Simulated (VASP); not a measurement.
The system is Ir.

```
Ir
1.0
     3.83033    0.00000    0.00000
     0.00000    3.83033    0.00000
     0.00000    0.00000    3.83033
Ir
4
Direct
  0.00000 0.00000 0.00000
  0.00000 0.50000 0.50000
  0.50000 0.00000 0.50000
  0.50000 0.50000 0.00000
```

Base run:

| Property | Result |
| --- | --- |
| Program | VASP 6.6.1 |
| Functional | PBEsol |
| Potentials or basis | VASP PAW PBE potentials, release 64 (Ir_sv_GW) |
| Cutoff | 500 eV |
| k mesh | 5 × 5 × 5 |
| Occupations | fermi-dirac, width 0.05 eV |
| Spin | no spin polarisation |

Its results: band gap on the k mesh zero (band 34 reaches 14.38 eV, above the bottom of band 35 at 11.84 eV); pressure -3.2 GPa.

Question: The run is repeated on the same cell with these changes: potentials or basis from VASP PAW PBE potentials, release 64 (Ir_sv_GW) to VASP PAW PBE potentials, release 64 (Ir); cutoff from 500 eV to 520 eV; further incar settings from ALGO = Normal; EDIFF = 1e-06; NBANDS = 42 to ALGO = Normal; EDIFF = 1e-06; NBANDS = 26; valence electrons from 68 to 36. What comes out?

Answer: Band gap on the k mesh zero (band 18 reaches 11.86 eV, above the bottom of band 19 at 9.34 eV); pressure 1.0 GPa.

Caveats: the PAW data sets were made with another functional, which shifts forces and pressure a little; spin-orbit coupling is left out, which moves the levels of the heavy elements.
